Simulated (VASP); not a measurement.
Wanted: the native input for a VASP 6.6.1 run.

| Quantity | Value |
| --- | --- |
| Task | molecular dynamics |
| Functional | PBE |
| Dispersion | D3(BJ) |
| Potentials or basis | VASP PAW PBE potentials, release 64 (Na_pv, S, Li_sv, Cl) |
| Cutoff | 550 eV |
| k mesh | 1 × 1 × 1, shifted |
| Occupations | fermi-dirac, width 0.112 eV |
| Spin | no spin polarisation |
| Dipole correction | no |
| Further INCAR settings | PREC = Normal; LREAL = Auto; ALGO = Normal; EDIFF = 1e-05; ISYM = -1; MAXMIX = 40; IBRION = 0; POTIM = 1.5; NSW = 40 |

The structure of Na4Li7S2Cl7 lies in POSCAR:

```
Na4Li7S2Cl7
1.0
    7.4728680000      0.0415700000     -0.1084870000
    0.0415700000      7.3694800000     -0.0643420000
   -0.1084870000     -0.0643420000      7.5562280000
Na S Li Cl
4 2 7 7
Direct
    0.6451828743      0.5821636338      0.5417601066
    0.0681996324      0.9360873560      0.7862098844
    0.5282224435      0.8063738330      0.9782447872
    0.9267742899      0.0136033321      0.0722796859
    0.5155125899      0.6001897495      0.2279878369
    0.0871840000      0.3097420702      0.2245895707
    0.9129113432      0.1802887302      0.4140484183
    0.1832118240      0.6606509790      0.2455705051
    0.2669290043      0.2398069236      0.5175277201
    0.8435843911      0.4472725992      0.0806885919
    0.4180912734      0.2222202628      0.1587044733
    0.3044536931      0.4426645017      0.0126100052
    0.4240465606      0.0437951454      0.6875723013
    0.8867621963      0.7194175176      0.9387127687
    0.6006199659      0.2017355810      0.9405831994
    0.0022630821      0.2637926694      0.7327323818
    0.5882747875      0.1468991434      0.4734176609
    0.2504941906      0.9564281602      0.0654085993
    0.2933968914      0.5882709698      0.6804163311
    0.1836655241      0.9114774621      0.4993325779
```

These files were run (other wordings do the same):

INCAR

```
ALGO = Normal
EDIFF = 1E-5
ENCUT = 550
GGA = PE
GGA_COMPAT = False
IBRION = 0
ISIF = 2
ISMEAR = -1
ISYM = -1
IVDW = 12
LANGEVIN_GAMMA = 30 30 30 30
LASPH = True
LCHARG = False
LREAL = Auto
LWAVE = False
MAXMIX = 40
MDALGO = 3
NELM = 120
NELMIN = 4
NSW = 40
POTIM = 1.5
PREC = Normal
RANDOM_SEED = 59818 0 0
SIGMA = 0.112
TEBEG = 1300.0
TEEND = 1300.0
```

KPOINTS

```
explicit points
1
Reciprocal
  0.25000000   0.25000000   0.25000000 1
```

Potentials or basis: VASP PAW PBE potentials, release 64 (Na_pv, S, Li_sv, Cl).

Launch:

```console
$ cat potpaw_PBE.64/Na_pv/POTCAR potpaw_PBE.64/S/POTCAR potpaw_PBE.64/Li_sv/POTCAR potpaw_PBE.64/Cl/POTCAR > POTCAR
$ mpirun -np 1 vasp_std > vasp.out
```

Results of the run:

The dispersion energy per atom is -0.204 eV.

It took 8.5 min on 1 thread of Intel(R) Xeon(R) Platinum 8559C (Emerald Rapids) (shared host), peak memory 0.39 GiB.
